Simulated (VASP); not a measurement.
# Mg9Bi2Sb4 (C2/m) in VASP: notebook, part 2 of 2

VASP 6.6.1. The steps go on from the part before.

## 3. Relaxation of cell and atoms, PBEsol

This run uses another cell than the first one, of 26.37 Å³/atom.

The input, INCAR:

```
SYSTEM = Mg9Bi2Sb4
ALGO = Normal
EDIFF = 1E-7
EDIFFG = -0.005
ENCUT = 600
GGA = PS
IBRION = 2
ISIF = 3
ISMEAR = 0
LASPH = .TRUE.
LCHARG = .FALSE.
LREAL = .FALSE.
LUSENCCL = .FALSE.
LWAVE = .FALSE.
NELM = 80
NSW = 90
PREC = Accurate
SIGMA = 0.03
```

The input, KPOINTS:

```
k-points
0
G
  6 6 6
  0 0 0
```

The input, POSCAR:

```
Mg9Bi2Sb4                               
1.0
    0.0003993136     -0.0002305438      7.2410125927
    6.8786057785      3.9738146867      0.0002569372
   -6.8764841929      3.9701399927     -0.0005138744
  Mg              Bi              Sb            
     9     2     4
Direct
     0.6310421082612548    0.3333333299999785    0.3367730432192692
     0.6306661001272529    0.6694644855365198    0.9999616916018799
     0.6306661001272525    0.9972021844635021    0.6638305460654036
     0.3689578917387452    0.3333333300000257    0.9965602867807333
     0.3693338998727475    0.6694644855364958    0.6695027939345922
     0.3693338998727471    0.9972021844634781    0.3333716383981222
     0.0000000000000017    0.9834995608483204    0.9917497804241706
     0.0000000000000000    0.3333333300000021    0.6666666699999979
     0.9999999999999983    0.6831671091516776    0.3415835495758318
     0.2164302350638935    0.3333333300000023    0.3326179043607923
     0.7835697649361066    0.3333333300000019    0.0007154256392100
     0.2251584804676806    0.6666482110357556    0.0001308070129623
     0.2251584804676809    0.0000184589642418    0.6668159359772001
     0.7748415195323192    0.6666482110357559    0.6665174040227957
     0.7748415195323194    0.0000184589642423    0.3332025229870398
```

Potentials or basis: VASP PAW PBE potentials, release 64 (Mg, Bi_d, Sb).

On the command line:

```console
> cat potpaw_PBE.64/Mg/POTCAR potpaw_PBE.64/Bi_d/POTCAR potpaw_PBE.64/Sb/POTCAR > POTCAR
> mpirun -np 1 vasp_std > vasp.out
```

OUTCAR:

```text
SYSTEM = Mg9Bi2Sb4
   EDIFF = 1E-7
   EDIFFG = -0.005
   ENCUT = 600
   GGA = PS
   IBRION = 2
   ISIF = 3
   ISMEAR = 0
   LASPH = .TRUE.
   LREAL = .FALSE.
   NELM = 80
   NSW = 90
   PREC = Accurate

 ion  position               nearest neighbor table
   1  0.631  0.333  0.337-  15 2.83  14 2.83  11 2.89  10 3.00   6 3.26   5 3.26   4 3.30
   2  0.631  0.669  1.000-  15 2.84  14 2.84  11 2.89  12 2.94   5 3.23   6 3.24   4 3.26
   3  0.631  0.997  0.664-  14 2.84  15 2.84  11 2.89  13 2.94   6 3.23   5 3.24   4 3.26
   4  0.369  0.333  0.997-  13 2.83  12 2.83  10 2.89  11 3.00   3 3.26   2 3.26   1 3.30
   5  0.369  0.669  0.670-  13 2.84  12 2.84  10 2.89  14 2.94   2 3.23   3 3.24   1 3.26
   6  0.369  0.997  0.333-  12 2.84  13 2.84  10 2.89  15 2.94   3 3.23   2 3.24   1 3.26
   7  0.000  0.983  0.992-  14 3.03  12 3.03  15 3.11  13 3.11  10 3.16  11 3.16
   8  0.000  0.333  0.667-  11 3.08  10 3.08  13 3.11  15 3.11  12 3.11  14 3.11
   9  0.000  0.683  0.342-  15 3.03  13 3.03  12 3.11  14 3.11  11 3.16  10 3.16
[... 481 lines left out ...]
 cond. band min:       4.6392299425   @ k =   0.3333   0.3333   0.3333
 fundamental gap:      0.0781172295
 Fermi energy:         4.5968773382

 k-point     1 :       0.0000    0.0000    0.0000
  band No.  band energies     occupation
      1     -17.5573      2.00000
      2     -17.5539      2.00000
      3     -17.5538      2.00000
      4     -17.5488      2.00000
      5     -17.5338      2.00000
      6     -17.5331      2.00000
[... 1069 lines left out ...]
     41       7.0399      0.00000
     42       7.0737      0.00000

 [... further k-points ...]

------------------------ aborting loop because EDIFF is reached ----------------------------------------

  FORCE on cell =-STRESS in cart. coord.  units (eV):
  Direction    XX          YY          ZZ          XY          YZ          ZX
  --------------------------------------------------------------------------------------
  -------------------------------------------------------------------------------------
  Total        0.0145861      0.0166745     -0.0017284      0.0018087      0.0008387     -0.0014527
  in kB        0.0590737      0.0675320     -0.0070001      0.0073251      0.0033968     -0.0058835
  external PRESSURE =       0.0398685 kB  Pullay stress =       0.0000000 kB
[... 30 lines left out ...]
  FREE ENERGIE OF THE ION-ELECTRON SYSTEM (eV)
  ---------------------------------------------------
  free  energy   TOTEN  =       -47.3026306922 eV

  energy  without entropy=      -47.3025903946  energy(sigma->0) =      -47.30261054

 reached required accuracy - stopping structural energy minimisation
```

OSZICAR:

```text
N       E                     dE             d eps       ncg     rms          rms(c)
DAV:   1     0.491629705037E+03    0.49163E+03   -0.28736E+04  5824   0.152E+03
DAV:   2     0.748147640013E+01   -0.48415E+03   -0.47095E+03  6224   0.313E+02
DAV:   3    -0.469268217123E+02   -0.54408E+02   -0.53054E+02  6958   0.119E+02
[... 51 lines left out ...]
DAV:   2    -0.473026339658E+02   -0.28360E-05   -0.10332E-04  7574   0.553E-02    0.827E-03
DAV:   3    -0.473026308817E+02    0.30841E-05   -0.11995E-05  8250   0.219E-02    0.156E-03
DAV:   4    -0.473026308099E+02    0.71821E-07   -0.15381E-06  6606   0.723E-03    0.746E-04
DAV:   5    -0.473026307081E+02    0.10182E-06   -0.10369E-07  3266   0.202E-03    0.309E-04
DAV:   6    -0.473026306922E+02    0.15874E-07   -0.22490E-08  3142   0.119E-03
   6 F= -.47302631E+02 E0= -.47302611E+02  d E =-.141826E-04
```

Wall time 42 min (1 × NVIDIA H100 80GB with 1 thread of AMD EPYC 7R13 (Zen 3), shared host); peak memory 2.3 GiB.

What came out:

```
Free energy                  : -47.3026 eV
Energy gained by relaxing    : 0.0 meV/atom
Ionic steps                  : 6
Pressure after relaxing      : 0.0 GPa
Largest force after relaxing : 0.004 eV/Å
Band gap on the k mesh       : 0.08 eV (least direct gap 0.19 eV)
```

Forces on the atoms (eV/Å):
```
Mg   0.000  0.000 -0.004
Mg   0.001  0.001  0.000
Mg   0.000 -0.001  0.000
Mg   0.000  0.000  0.004
Mg   0.000  0.001  0.000
Mg  -0.001 -0.001  0.000
Mg  -0.001 -0.002  0.000
Mg   0.000  0.000  0.000
Mg   0.001  0.002  0.000
Bi   0.000  0.000 -0.001
Bi   0.000  0.000  0.001
Sb   0.000  0.001  0.003
Sb   0.000  0.000  0.003
Sb   0.000  0.000 -0.003
Sb   0.000 -0.001 -0.003
```

Final structure:
```yaml
crystal:
  lattice:
    - [0.00027, -0.00016, 7.24161]
    - [6.87821, 3.97369, 0.00018]
    - [-6.87600, 3.96986, -0.00035]
  atoms:
    - { symbol: Mg, position: [0.63065, 0.33333, 0.33670] }
    - { symbol: Mg, position: [0.63092, 0.66938, 0.99995] }
    - { symbol: Mg, position: [0.63092, 0.99729, 0.66391] }
    - { symbol: Mg, position: [0.36935, 0.33333, 0.99663] }
    - { symbol: Mg, position: [0.36908, 0.66938, 0.66943] }
    - { symbol: Mg, position: [0.36908, 0.99729, 0.33338] }
    - { symbol: Mg, position: [0.00000, 0.98356, 0.99178] }
    - { symbol: Mg, position: [0.00000, 0.33333, 0.66667] }
    - { symbol: Mg, position: [0.00000, 0.68311, 0.34155] }
    - { symbol: Bi, position: [0.21614, 0.33333, 0.33250] }
    - { symbol: Bi, position: [0.78386, 0.33333, 0.00084] }
    - { symbol: Sb, position: [0.22512, 0.66644, 0.00018] }
    - { symbol: Sb, position: [0.22512, 0.00022, 0.66707] }
    - { symbol: Sb, position: [0.77488, 0.66644, 0.66626] }
    - { symbol: Sb, position: [0.77488, 0.00022, 0.33315] }
```

Caveat: the PAW data sets were made with another functional, which shifts forces and pressure a little; spin-orbit coupling is left out, which moves the levels of the heavy elements. A k mesh can miss the band edges.
